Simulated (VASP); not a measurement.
Runs of VASP 6.6.1 on Cu. The structure is that of space group Im-3m (No. 229), or close to it. The cells are those of the table. 

```tsv
cell	further INCAR settings	gap on the mesh (eV)	pressure (GPa)
a = 2.353 Å, angles 111.2, 111.2, 106.1°, 1 atom	ALGO = Fast; EDIFF = 1e-07; NBANDS = 12	none	29.7
a = 2.289 Å, angles 109.0, 109.0, 110.4°, 1 atom	ALGO = Fast; EDIFF = 1e-06; NBANDS = 12	none	(b)
a = 2.320 Å, angles 110.1, 110.1, 108.2°, 1 atom	ALGO = Fast; EDIFF = 1e-07; NBANDS = 12	none	42.5
a = 2.387 Å, angles 108.9, 108.9, 110.5°, 1 atom	ALGO = Fast; EDIFF = 1e-07; NBANDS = 12	none	(a)
a = 2.258 Å, angles 107.9, 107.9, 112.7°, 1 atom	ALGO = Fast; EDIFF = 1e-06; NBANDS = 12	none	78.1
```

Alike in all rows: task single point; level PBEsol; potentials or basis VASP PAW PBE potentials, release 64 (Cu); no spin polarisation; k mesh 30 × 30 × 30; cutoff (eV) 520; smearing gaussian 0.15 eV.

Problem. Fill in the values left out.

Solution. (a) 17.3; (b) 58.4.

Caveats: the cell stands under pressure; the PAW data sets were made with another functional, which shifts forces and pressure a little.

A gap of «none» marks levels without a gap at the run's occupations.
